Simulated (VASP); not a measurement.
Runs of VASP 6.6.1 on Mo. The structure is that of space group Im-3m (No. 229), or close to it. The cells are those of the table. 

| cell | gap on the mesh (eV) | pressure (GPa) |
| --- | --- | --- |
| a = 2.698 Å, angles 109.5°, 1 atom | none | (a) |
| a = 2.779 Å, angles 109.5°, 1 atom | none | -17.4 |
| a = 2.725 Å, angles 109.5°, 1 atom | none | -4.1 |
| a = 2.752 Å, angles 109.5°, 1 atom | none | -11.3 |
| a = 2.670 Å, angles 109.5°, 1 atom | none | (b) |

Alike in all rows: task single point; level PBEsol; potentials or basis VASP PAW PBE potentials, release 64 (Mo_sv); no spin polarisation; k mesh 10 × 10 × 10; cutoff (eV) 520; smearing fermi-dirac 0.1 eV.

Q: Fill in the values left out.

A: (a) 4.3; (b) 14.1.

Caveats: the PAW data sets were made with another functional, which shifts forces and pressure a little.

A k mesh can miss the band edges, and the runs leave out spin-orbit coupling on Mo.

A gap of «none» marks levels without a gap at the run's occupations.
